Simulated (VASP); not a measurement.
Crystal: Al3Cu.

```
Al Cu
1.0
     2.77841    0.00000    0.00000
     0.00000    2.77841    0.00000
     0.00000    0.00000    7.51340
Al Cu
3 1
Direct
  0.00000 0.00000 0.50000
  0.50000 0.50000 0.22612
  0.50000 0.50000 0.77388
  0.00000 0.00000 0.00000
```

- Program: VASP 6.6.1
- Task: relaxation of cell and atoms
- Functional: LDA
- Potentials or basis: VASP PAW LDA potentials, release 64 (Al, Cu)
- Cutoff: 600 eV
- k mesh: 8 × 8 × 3
- Occupations: gaussian, width 0.05 eV
- Spin: no spin polarisation

At the start: pressure -1.7 GPa; volume 14.50 Å³/atom.

Where does the relaxation end?

Over 6 steps the energy falls by 5.4 meV/atom and the volume is 14.35 Å³/atom (-1.0 %); space group P4/mmm (No. 123, to 0.05 Å).

The path:
| step | energy change (eV) | largest force (eV/Å) | pressure (GPa) | volume (Å³) |
| --- | --- | --- | --- | --- |
| 1 | 0.0000 | 0.3032 | -1.72 | 58.00 |
| 2 | -0.0149 | 0.1565 | 0.96 | 56.70 |
| 3 | -0.0149 | 0.1540 | 0.86 | 56.69 |
| 4 | -0.0201 | 0.0956 | 0.44 | 57.00 |
| 5 | -0.0204 | 0.0787 | 0.33 | 57.09 |
| 6 | -0.0216 | 0.0336 | -0.16 | 57.40 |

Final structure:
```cif
data_structure
_symmetry_space_group_name_H-M 'P 1'
_symmetry_Int_Tables_number 1
_cell_length_a 2.7857
_cell_length_b 2.7857
_cell_length_c 7.3969
_cell_angle_alpha 90.000
_cell_angle_beta 90.000
_cell_angle_gamma 90.000
_cell_volume 57.40
loop_
_atom_site_label
_atom_site_type_symbol
_atom_site_fract_x
_atom_site_fract_y
_atom_site_fract_z
_atom_site_occupancy
Al1 Al 0.00000 0.00000 0.50000 1
Al2 Al 0.50000 0.50000 0.22137 1
Al3 Al 0.50000 0.50000 0.77863 1
Cu1 Cu 0.00000 0.00000 0.00000 1
```

Caveat: the relaxation stopped at a loose force limit of 0.05 eV/Å, so its end isn't a converged minimum.
